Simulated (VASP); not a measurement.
# MoS2 (P-3m1) in VASP: settings compared

MoS2 is run at these levels: revPBE+D3(BJ), revPBE+D4; tasks: single point, relaxation of cell and atoms.

Everything below comes from runs of VASP 6.6.1. Logs are shortened: lines on timing, memory, paths and dates and some standing lists are left out, and cuts for length are marked.

### Step 1. The cell of the first run

Symmetry: P-3m1, No. 164, trigonal system. The conventional cell has a = 3.159 Å, b = 3.159 Å, c = 5.572 Å, α = 90.00°, β = 90.00°, γ = 120.00°. Within 3.2 Å of Mo (site symmetry -3m) lie 6 S at 2.41 Å and 6 Mo at 3.16 Å. S (site symmetry 3m) has 3 Mo at 2.41 Å and 9 S at 3.04 to 3.16 Å within 3.2 Å.

### Step 2. Single point, revPBE+D3(BJ)

File INCAR:

```
ALGO = Normal
EDIFF = 1E-7
ENCUT = 520
GGA = RE
ISIF = 2
ISMEAR = -1
IVDW = 12
LASPH = T
LCHARG = F
LREAL = F
LWAVE = F
NBANDS = 20
NELM = 80
PREC = Accurate
SIGMA = 0.05
```

File KPOINTS:

```
k-points
0
Gamma
  9 9 4
```

File POSCAR:

```
MoS2
1.0
    3.1589250918      0.0000000000      0.0000000000
   -1.5794625459      2.7357093782      0.0000000000
    0.0000000000      0.0000000000      5.5718186805
Mo S
1 2
Direct
    0.0000000000      0.0000000000      0.5000000000
    0.6666666667      0.3333333333      0.7818828342
    0.3333333333      0.6666666667      0.2181171658
```

Potentials or basis: VASP PAW PBE potentials, release 64 (Mo_sv, S).

On the command line:

```
$ cat potpaw_PBE.64/Mo_sv/POTCAR potpaw_PBE.64/S/POTCAR > POTCAR
$ mpirun -np 1 vasp_std > vasp.out
```

OUTCAR:

```text
EDIFF = 1E-7
   ENCUT = 520
   GGA = RE
   ISIF = 2
   ISMEAR = -1
   IVDW = 12
   LASPH = T
   LREAL = F
   NELM = 80
   PREC = Accurate
 IVDW          = 12

 ion  position               nearest neighbor table
   1  0.000  0.000  0.500-   2 2.41   3 2.41   2 2.41   3 2.41   2 2.41   3 2.41
   2  0.667  0.333  0.782-   1 2.41   1 2.41   1 2.41
   3  0.333  0.667  0.218-   1 2.41   1 2.41   1 2.41

  LATTYP: Found a hexagonal cell.
 ALAT       =     3.1589250918
 C/A-ratio  =     1.7638337468

  Lattice vectors:

 A1 = (   3.1589250918,   0.0000000000,   0.0000000000)
 A2 = (  -1.5794625459,   2.7357093782,   0.0000000000)
 A3 = (   0.0000000000,   0.0000000000,   5.5718186805)

Analysis of symmetry for initial positions (statically):
=====================================================================
 Subroutine PRICEL returns:
 Original cell was already a primitive cell.

 Routine SETGRP: Setting up the symmetry group for a
 hexagonal supercell.

 Subroutine GETGRP returns: Found 12 space group operations
 (whereof 12 operations were pure point group operations)
 out of a pool of 24 trial point group operations.

The static configuration has the point symmetry D_3d.

Analysis of symmetry for dynamics (positions and initial velocities):
=====================================================================
 Subroutine PRICEL returns:
 Original cell was already a primitive cell.

 Routine SETGRP: Setting up the symmetry group for a
 hexagonal supercell.

 Subroutine GETGRP returns: Found 12 space group operations
 (whereof 12 operations were pure point group operations)
 out of a pool of 24 trial point group operations.

The dynamic configuration has the point symmetry D_3d.

 Subroutine INISYM returns: Found 12 space group operations
 (whereof 12 operations are pure point group operations),
 and found     1 'primitive' translations

----------------------------------------------------------------------------------------

                                     Primitive cell

  volume of cell :      48.1511

  direct lattice vectors                    reciprocal lattice vectors
     3.158925092  0.000000000  0.000000000     0.316563379  0.182767952  0.000000000
    -1.579462546  2.735709378  0.000000000     0.000000000  0.365535904  0.000000000
     0.000000000  0.000000000  5.571818680     0.000000000  0.000000000  0.179474613

  length of vectors
     3.158925092  3.158925092  5.571818680     0.365535904  0.365535904  0.179474613

  position of ions in fractional coordinates (direct lattice)
     0.000000000  0.000000000  0.500000000
     0.666666667  0.333333333  0.781882834
     0.333333333  0.666666667  0.218117166

  ion indices of the primitive-cell ions
   primitive index   ion index
                 1           1
                 2           2
                 3           3

----------------------------------------------------------------------------------------

 KPOINTS: k-points

Automatic generation of k-mesh.
 Grid dimensions read from file:
 generate k-points for:    9    9    4

 Generating k-lattice:

  Cartesian coordinates                     Fractional coordinates (reciprocal lattice)
     0.035173709  0.020307550  0.000000000     0.111111111 -0.000000000  0.000000000
     0.000000000  0.040615100  0.000000000     0.000000000  0.111111111  0.000000000
     0.000000000  0.000000000  0.044868653     0.000000000  0.000000000  0.250000000

  Length of vectors
     0.040615100  0.040615100  0.044868653

  Shift w.r.t. Gamma in fractional coordinates (k-lattice)
     0.000000000  0.000000000  0.000000000

 Subroutine IBZKPT returns following result:
 ===========================================

 Found     43 irreducible k-points:

 Following reciprocal coordinates:
            Coordinates               Weight
  0.000000  0.000000  0.000000      1.000000
  0.111111 -0.000000  0.000000      6.000000
  0.222222  0.000000  0.000000      6.000000
  0.333333 -0.000000  0.000000      6.000000
  0.444444  0.000000  0.000000      6.000000
  0.111111  0.111111  0.000000      6.000000
[... 16 lines left out ...]
  0.222222  0.111111  0.250000     12.000000
 -0.111111  0.333333  0.250000     12.000000
 [... further k-points ...]
   k-points           NKPTS =     43   k-points in BZ     NKDIM =     43   number of bands    NBANDS=     20
   number of dos      NEDOS =    301   number of ions     NIONS =      3
   total plane-waves  NPLWV =  24192
   dimension x,y,z NGX =    24 NGY =   24 NGZ =   42
   dimension x,y,z NGXF=    48 NGYF=   48 NGZF=   84
   ions per type =               1   2
   NGX,Y,Z   is equivalent  to a cutoff of  12.63, 12.63, 12.53 a.u.
   NGXF,Y,Z  is equivalent  to a cutoff of  25.26, 25.26, 25.06 a.u.
 SYSTEM =  unknown system
   PREC   = accura    normal or accurate (medium, high low for compatibility)
   ISTART =      0    job   : 0-new  1-cont  2-samecut
   ICHARG =      2    charge: 1-file 2-atom 10-const
   ISPIN  =      1    spin polarized calculation?
   LNONCOLLINEAR =      F non collinear calculations
   LSORBIT =      F    spin-orbit coupling
   LASPH  =      T    aspherical Exc in radial PAW
   ENCUT  =  520.0 eV  38.22 Ry    6.18 a.u.   5.87  5.87 10.36*2*pi/ulx,y,z
   NELM   =     80;   NELMIN=  2; NELMDL= -5     # of ELM steps
   EDIFF  = 0.1E-06   stopping-criterion for ELM
   LREAL  =      F    real-space projection
   EDIFFG = 0.1E-05   stopping-criterion for IOM
   NSW    =      0    number of steps for IOM
   IBRION =     -1    ionic relax: 0-MD 1-quasi-New 2-CG
   NFREE  =      0    steps in history (QN), initial steepest desc. (CG)
   ISIF   =      2    stress and relaxation
   ISYM   =      2    0-nonsym 1-usesym 2-fastsym
   POTIM  = 0.5000    time-step for ionic-motion
   TEBEG  =    0.0;   TEEND  =   0.0 temperature during run
   PSTRESS=    0.0 pullay stress
   NELECT =      26.0000    total number of electrons
   NUPDOWN=      -1.0000    fix difference up-down
   EMIN   =  10.00;   EMAX   =-10.00  energy-range for DOS
   EFERMI =   0.00;   METHOD = LEGACY
   ISMEAR =    -1;   SIGMA  =   0.05  broadening in eV -4-tet -1-fermi 0-gaus
   EFERMI_NEDOS =   21; number of points for ismear=-14 and -15
   IALGO  =     38    algorithm
   IMIX   =      4    mixing-type and parameters
     AMIX     =   0.40;   BMIX     =  1.00
     AMIX_MAG =   1.60;   BMIX_MAG =  1.00
  volume/ion in A,a.u.               =      16.05       108.31
  Fermi-wavevector in a.u.,A,eV,Ry     =   1.333103  2.519200 24.179796  1.777165
  Thomas-Fermi vector in A             =   2.461987
   LORBIT       =      0    0 simple, 1 ext, 2 COOP (PROOUT), +10 PAW based schemes
   GGA     = RE    functional components
   LHFCALC =     F    Hartree Fock is set to
   AEXX    =    0.0000 exact exchange contribution
   IVDW    =    12    specifies the selected vdW correction
   LEPSILON=     F    determine dielectric tensor
   LRPA    =     F    only Hartree local field effects (RPA)
 non-spin polarized calculation
  energy-cutoff  :      520.00
  volume of cell :       48.15
 maximum number of plane-waves:      1314
   NGX = 11   NGY = 11   NGZ = 21

 number of electron      26.0000000 magnetization

 Free energy of the ion-electron system (eV)
  ---------------------------------------------------
  ext. energy  EPLUGINS =         0.00000000
  ---------------------------------------------------
  free energy    TOTEN  =       -19.66928813 eV

  energy without entropy =      -19.65972324  energy(sigma->0) =      -19.66450568

 E-fermi :   9.2776     XC(G=0): -11.4763

 val. band max:        9.2765917540   @ k =   0.0000   0.0000   0.2500
 cond. band min:       9.3001165155   @ k =  -0.1111   0.3333   0.2500
 fundamental gap:      0.0235247614
 Fermi energy:         9.2776371648

 k-point     1 :       0.0000    0.0000    0.0000
  band No.  band energies     occupation
      1     -52.5031      2.00000
      2     -26.5939      2.00000
      3     -26.4696      2.00000
      4     -26.4696      2.00000
      5      -6.3190      2.00000
      6      -4.0471      2.00000
[... 12 lines left out ...]
     19      16.4956      0.00000
     20      18.5537      0.00000

 k-point     2 :       0.1111   -0.0000    0.0000
  band No.  band energies     occupation
      1     -52.4983      2.00000
      2     -26.5844      2.00000
      3     -26.5176      2.00000
      4     -26.4805      2.00000
      5      -6.1189      2.00000
      6      -4.0185      2.00000
[... 12 lines left out ...]
     19      17.1697      0.00000
     20      18.2177      0.00000

 k-point     3 :       0.2222    0.0000    0.0000
  band No.  band energies     occupation
      1     -52.4860      2.00000
      2     -26.6378      2.00000
      3     -26.5601      2.00000
      4     -26.5081      2.00000
      5      -5.5613      2.00000
      6      -3.9457      2.00000
[... 12 lines left out ...]
     19      17.4416      0.00000
     20      18.8005      0.00000

 k-point     4 :       0.3333   -0.0000    0.0000
  band No.  band energies     occupation
      1     -52.4720      2.00000
      2     -26.7716      2.00000
      3     -26.5393      2.00000
      4     -26.5325      2.00000
      5      -4.7953      2.00000
      6      -3.8560      2.00000
[... 12 lines left out ...]
     19      16.4478      0.00000
     20      17.9102      0.00000

 k-point     5 :       0.4444    0.0000    0.0000
  band No.  band energies     occupation
      1     -52.4628      2.00000
      2     -26.8575      2.00000
      3     -26.5595      2.00000
      4     -26.5144      2.00000
      5      -4.1922      2.00000
      6      -3.7492      2.00000
[... 12 lines left out ...]
     19      16.7123      0.00000
     20      17.4590      0.00000
[... 353 lines left out ...]
      6      -3.7026      2.00000
[... 12 lines left out ...]
     19      16.0491      0.00000
     20      17.1592      0.00000

 k-point    22 :       0.1111    0.1111    0.2500
  band No.  band energies     occupation
      1     -52.4897      2.00000
      2     -26.5973      2.00000
      3     -26.5679      2.00000
      4     -26.5040      2.00000
      5      -5.5355      2.00000
      6      -4.2946      2.00000
[... 12 lines left out ...]
     19      17.4244      0.00000
     20      18.1621      0.00000

 k-point    23 :       0.2222    0.1111    0.2500
  band No.  band energies     occupation
      1     -52.4765      2.00000
      2     -26.7141      2.00000
      3     -26.5465      2.00000
      4     -26.5390      2.00000
      5      -4.9980      2.00000
      6      -3.9562      2.00000
[... 12 lines left out ...]
     19      16.5893      0.00000
     20      19.2970      0.00000

 k-point    24 :      -0.1111    0.3333    0.2500
  band No.  band energies     occupation
      1     -52.4765      2.00000
      2     -26.7141      2.00000
      3     -26.5465      2.00000
      4     -26.5390      2.00000
      5      -4.8841      2.00000
      6      -4.1302      2.00000
[... 12 lines left out ...]
     19      17.5548      0.00000
     20      18.4115      0.00000

 [... further k-points ...]

------------------------ aborting loop because EDIFF is reached ----------------------------------------

 Edisp (eV)   -2.79614

 E8    (eV) :    -1.8938

  FORCE on cell =-STRESS in cart. coord.  units (eV):
  Direction    XX          YY          ZZ          XY          YZ          ZX
  --------------------------------------------------------------------------------------
  -------------------------------------------------------------------------------------
  Total      -0.05190    -0.05190    -0.04154     0.00000    -0.00000    -0.00000
  in kB      -1.72685    -1.72685    -1.38232     0.00000    -0.00000    -0.00000
  external pressure =       -1.61 kB  Pullay stress =        0.00 kB

 VOLUME and BASIS-vectors are now :
 -----------------------------------------------------------------------------
  energy-cutoff  :      520.00
  volume of cell :       48.15
      direct lattice vectors                 reciprocal lattice vectors
     3.158925092  0.000000000  0.000000000     0.316563379  0.182767952  0.000000000
    -1.579462546  2.735709378  0.000000000     0.000000000  0.365535904  0.000000000
     0.000000000  0.000000000  5.571818680     0.000000000  0.000000000  0.179474613

 POSITION                                       TOTAL-FORCE (eV/Angst)
 -----------------------------------------------------------------------------------
      0.00000      0.00000      2.78591        -0.000000      0.000000      0.000000
      1.57946      0.91190      4.35651        -0.000000      0.000000     -0.021654
     -0.00000      1.82381      1.21531         0.000000     -0.000000      0.021654
 -----------------------------------------------------------------------------------
    total drift:                                0.000000     -0.000000      0.000000

  FREE ENERGIE OF THE ION-ELECTRON SYSTEM (eV)
  ---------------------------------------------------
  free  energy   TOTEN  =       -22.4654296677 eV

  energy  without entropy=      -22.4558647697  energy(sigma->0) =      -22.46064722
```

Run time: 34 s. Hardware: 1 thread of Intel Xeon Platinum 8488C (Sapphire Rapids), shared host; peak memory 0.19 GiB.

What came out:

```
Free energy                : -22.4654 eV
Pressure                   : -0.2 GPa
Largest force              : 0.022 eV/Å
Band gap on the k mesh     : zero (bands 13 and 14 overlap by 1.35 eV)
Dispersion energy per atom : -0.932 eV
```

Forces on the atoms (eV/Å):
```
Mo   0.000  0.000  0.000
S    0.000  0.000 -0.022
S    0.000  0.000  0.022
```

Caveat: the PAW data sets were made with another functional, which shifts forces and pressure a little.

(Part 1 of 2 ends here.)
